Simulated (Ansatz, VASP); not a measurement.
# One calculation of HfC, two programs

Contents of INCAR:

```
SYSTEM = HfC
ALGO = Normal
EDIFF = 1E-7
ENCUT = 520
ISIF = 2
ISMEAR = -1
LASPH = .True.
LCHARG = .False.
LREAL = .False.
LWAVE = .False.
NBANDS = 14
NELM = 100
PREC = Accurate
SIGMA = 0.05
```

The input KPOINTS:

```
k-points
0
Gamma
  12 12 12
  0 0 0
```

Contents of POSCAR:

```
HfC
1.0
    0.0000000000      2.2935772291      2.2935772291
    2.2935772291      0.0000000000      2.2935772291
    2.2935772291      2.2935772291      0.0000000000
Hf C
1 1
Direct
    0.5000000000      0.5000000000      0.5000000000
    0.0000000000      0.0000000000      0.0000000000
```

Input for Ansatz:

```yaml
crystal:
  lattice:
    - [0.0, 2.2935772291, 2.2935772291]
    - [2.2935772291, 0.0, 2.2935772291]
    - [2.2935772291, 2.2935772291, 0.0]
  atoms:
    - { symbol: Hf, position: [0.5, 0.5, 0.5] }
    - { symbol: C, position: [0.0, 0.0, 0.0] }
kpoints:
  mp_grid: { grid: [12, 12, 12] }
  band_path:
    path:
      - [0.0, 0.0, 0.0]
      - [0.5, 0.0, 0.5]
      - [0.625, 0.25, 0.625]
      - [0.375, 0.375, 0.75]
      - [0.0, 0.0, 0.0]
      - [0.5, 0.5, 0.5]
      - [0.5, 0.25, 0.75]
      - [0.5, 0.0, 0.5]
    npoints: 5
scf:
  occupations: { method: fermi_dirac, width: 0.05 }
hamiltonian:
  xc: lda
  pseudopotentials: { kind: all_electron, lapw: { basis_error: 0.00025 } }
output:
  forces: true
  stress: true
  eigenvalues: true
```

Change from the starting cell: volume scaled by 0.96.

Alike in both runs: task single point; functional LDA; k mesh 12 × 12 × 12; occupations fermi-dirac, width 0.05 eV; no spin polarisation.

|  | VASP | Ansatz |
| --- | --- | --- |
| version | VASP 6.6.1 | Ansatz 0.2.0 |
| potentials or method | VASP PAW LDA potentials, release 64 (Hf_pv, C), cutoff 520 eV | all-electron LAPW, scalar-relativistic |

|  | VASP | Ansatz | Ansatz less VASP |
| --- | --- | --- | --- |
| pressure (GPa) | -1.8 | -2.3 | -0.49 |

LDA's correlation is that of Perdew and Zunger in VASP and of Perdew and Wang (1992) in Ansatz. Ansatz ran all-electron here, and VASP with PAW potentials.

Neither program's run includes spin-orbit coupling.
